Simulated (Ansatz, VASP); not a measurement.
**Two plane-wave programs on AlN**

```
Al N
1.0
     3.12975    0.00000    0.00000
    -1.56487    2.71044    0.00000
     0.00000    0.00000    5.01740
Al N
2 2
Direct
  0.66667 0.33333 0.49924
  0.33333 0.66667 0.99924
  0.66667 0.33333 0.88076
  0.33333 0.66667 0.38076
```

Alike in both runs: functional PBE; k mesh 9 × 9 × 4; occupations gaussian, width 0.02 eV; no spin polarisation.

Ansatz relaxed the structure, and its values are those at the end. VASP's run is a single point on that final structure, the one shown.

|  | VASP | Ansatz |
| --- | --- | --- |
| version | VASP 6.6.1 | Ansatz 0.2.0 |
| potentials or method | VASP PAW PBE potentials, release 64 (Al, N), cutoff 520 eV | scalar-relativistic, plane waves, PAW |
| valence electrons in the cell | 16 | 16 |

|  | VASP | Ansatz | Ansatz less VASP |
| --- | --- | --- | --- |
| gap on the k mesh at the Fermi level (eV) | 4.05 | 4.04 | -0.009 |
| least direct gap on the mesh (eV) | 4.05 | 4.04 | -0.009 |
| pressure (GPa) | -0.2 | 0.0 | +0.18 |

The functional is the same, so the differences come from potentials, cutoffs and numerics.
